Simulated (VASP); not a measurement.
Au:

```
Au
1.0
     0.00000    2.02134    2.02134
     2.02134    0.00000    2.02134
     2.02134    2.02134    0.00000
Au
1
Direct
  0.00000 0.00000 0.00000
```

Base run:

```yaml
Program: VASP 6.6.1
Functional: PBE
Dispersion: D4
Potentials_or_basis: VASP PAW PBE potentials, release 64 (Au)
Cutoff: 520 eV
k_mesh: 11 × 11 × 11
Occupations: fermi-dirac, width 0.05 eV
Spin: no spin polarisation
```

Its results: pressure 8.5 GPa.

Task: The run is repeated on the same cell with these changes: functional from PBE to BLYP; further incar settings from ALGO = Normal; EDIFF = 1e-07; NBANDS = 12 to ALGO = Fast; EDIFF = 1e-06; NBANDS = 12. What comes out?

Result: Pressure 15.5 GPa.

Caveats: pairwise dispersion overbinds metals, which lowers pressure and volume; the PAW data sets were made with another functional, which shifts forces and pressure a little (some runs).
